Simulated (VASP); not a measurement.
Write the native input for VASP 6.6.1 that does the following.

| Property | Result |
| --- | --- |
| Task | relaxation of cell and atoms |
| Functional | PBE |
| Potentials or basis | VASP PAW PBE potentials, release 64 (Hf_pv, Sn_d, Se) |
| Cutoff | 600 eV |
| k mesh | 6 × 6 × 2 |
| Occupations | gaussian, width 0.1 eV |
| Spin | no spin polarisation |
| Dipole correction | no |
| Further INCAR settings | ALGO = Normal; EDIFF = 1e-07; IBRION = 2; EDIFFG = -0.04; NSW = 90; ISIF = 3 |

The structure of HfSnSe4 lies in POSCAR:

```
HfSnSe4
1.0
    4.3987312100      0.0000000000      0.0000000000
   -2.1993656100      3.8094129700      0.0000000000
    0.0000000000      0.0000000000     10.5190111400
Hf Sn Se
1 1 4
Direct
    0.0000000000      0.0000000000      0.0000000000
    0.0000000000      0.0000000000      0.5000000000
    0.0000000000      0.0000000000      0.7017751100
    0.0000000000      0.0000000000      0.2982248900
    0.3333333300      0.6666666700      0.0000000000
    0.6666666700      0.3333333300      0.0000000000
```

The cell was generated, and may not be a known phase.

These files were run (other wordings do the same):

INCAR

```
PREC     = Accurate       # precision mode
ENCUT    = 600            # plane-wave cutoff, eV
EDIFF    = 1E-7           # SCF threshold, eV
ISMEAR   = 0              # smearing method
SIGMA    = 0.1            # smearing width, eV
LREAL    = False          # projectors in reciprocal space
LASPH    = True           # aspherical terms in the spheres
NELM     = 100            # most SCF steps
ALGO     = Normal         # electronic algorithm
ISIF     = 3              # what is computed and relaxed
LWAVE    = False          # write WAVECAR
LCHARG   = False          # write CHGCAR
GGA      = PE             # functional
IBRION   = 2              # ionic algorithm
NSW      = 90             # ionic steps
EDIFFG   = -0.04          # ionic threshold
```

KPOINTS

```
Automatic mesh
0
Gamma
  6 6 2
```

Potentials or basis: VASP PAW PBE potentials, release 64 (Hf_pv, Sn_d, Se).

Launch:

```console
$ cat potpaw_PBE.64/Hf_pv/POTCAR potpaw_PBE.64/Sn_d/POTCAR potpaw_PBE.64/Se/POTCAR > POTCAR
$ mpirun -np 1 vasp_std > vasp.out
```

It gave:

* Relaxed volume: 35.43 Å³/atom
* Relaxed cell: a = 4.874 Å, b = 4.874 Å, c = 10.335 Å, α = 90.00°, β = 90.00°, γ = 120.00°
* Space group after relaxing (to 0.1 Å): P6/mmm (No. 191)
* Energy gained by relaxing: 713.4 meV/atom
* Ionic steps: 14
* Pressure after relaxing: 0.1 GPa
* Largest force after relaxing: 0.011 eV/Å
* Band gap on the k mesh: zero (bands 24 and 25 overlap by 0.70 eV)

Caveat: the volume moved by over 15 % at a fixed basis, so the end points are rough; spin-orbit coupling is left out, which moves the levels of the heavy elements.

Run time: 32 min on 1 thread of Intel Xeon 8259CL, on a shared host, peak memory 0.37 GiB.
